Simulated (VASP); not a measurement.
Input of a VASP 6.6.1 run:

The input INCAR:

```
SYSTEM = Pb
  PREC = Accurate
  ENCUT = 600
  EDIFF = 1E-7
  ISMEAR = -1
  SIGMA = 0.05
  LREAL = .FALSE.
  LASPH = .TRUE.
  NELM = 100
  ALGO = Fast
  ISIF = 3
  LWAVE = .FALSE.
  LCHARG = .FALSE.
  GGA = B5
  ALDAX = 1.0
  AGGAX = 1.0
  AGGAC = 1.0
  ALDAC = 0.0
  IBRION = 2
  NSW = 60
  EDIFFG = -0.01
```

The input KPOINTS:

```
Automatic mesh
0
G
  9 9 9
  0 0 0
```

POSCAR

```
Pb
1.0
   -1.9796595667      1.9796595667      1.9796595667
    1.9796595667     -1.9796595667      1.9796595667
    1.9796595667      1.9796595667     -1.9796595667
Pb
1
Direct
    0.0000000000      0.0000000000      0.0000000000
```

Potentials or basis: VASP PAW PBE potentials, release 64 (Pb_d).

Command:

```console
$ cat potpaw_PBE.64/Pb_d/POTCAR > POTCAR
$ mpirun -np 1 vasp_std > vasp.out
```

(1) Predict the band gap on the k mesh.

(2) Predict the relaxed cell.

(3) What does it give for the space group after relaxing (to 0.05 Å)?

(4) Estimate the relaxed volume.

Answers

(1) zero (band 7 reaches 12.46 eV, above the bottom of band 8 at 4.61 eV).

(2) a = 3.570 Å, b = 3.570 Å, c = 3.570 Å, α = 109.47°, β = 109.47°, γ = 109.47°.

(3) Im-3m (No. 229).

(4) 35.03 Å³/atom.

Caveat: the PAW data sets were made with another functional, which shifts forces and pressure a little; spin-orbit coupling is left out, which moves the levels of the heavy elements.
